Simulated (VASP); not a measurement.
A run of VASP 6.6.1 is set up as follows.

The input INCAR:

```
ALGO = Normal
EDIFF = 1E-6
ENCUT = 520
GGA = CA
ISIF = 2
ISMEAR = -1
LASPH = T
LCHARG = F
LREAL = F
LWAVE = F
NBANDS = 23
NELM = 60
PREC = Accurate
SIGMA = 0.08
```

Contents of KPOINTS:

```
k-points
0
Gamma
  9 9 9
```

File POSCAR:

```
LiZn
1.0
    0.0000000000      3.0901201762      3.0901201762
    3.0901201762      0.0000000000      3.0901201762
    3.0901201762      3.0901201762      0.0000000000
Li Zn
2 2
Direct
    0.5000000000      0.5000000000      0.5000000000
    0.7500000000      0.7500000000      0.7500000000
    0.0000000000      0.0000000000      0.0000000000
    0.2500000000      0.2500000000      0.2500000000
```

Potentials or basis: VASP PAW LDA potentials, release 64 (Li_sv, Zn).

Command:

```sh
$ cat potpaw_LDA.64/Li_sv/POTCAR potpaw_LDA.64/Zn/POTCAR > POTCAR
$ mpirun -np 1 vasp_std > vasp.out
```

Task: What does it give for the band gap on the k mesh?

Result: Zero (bands 15 and 16 overlap by 4.53 eV).
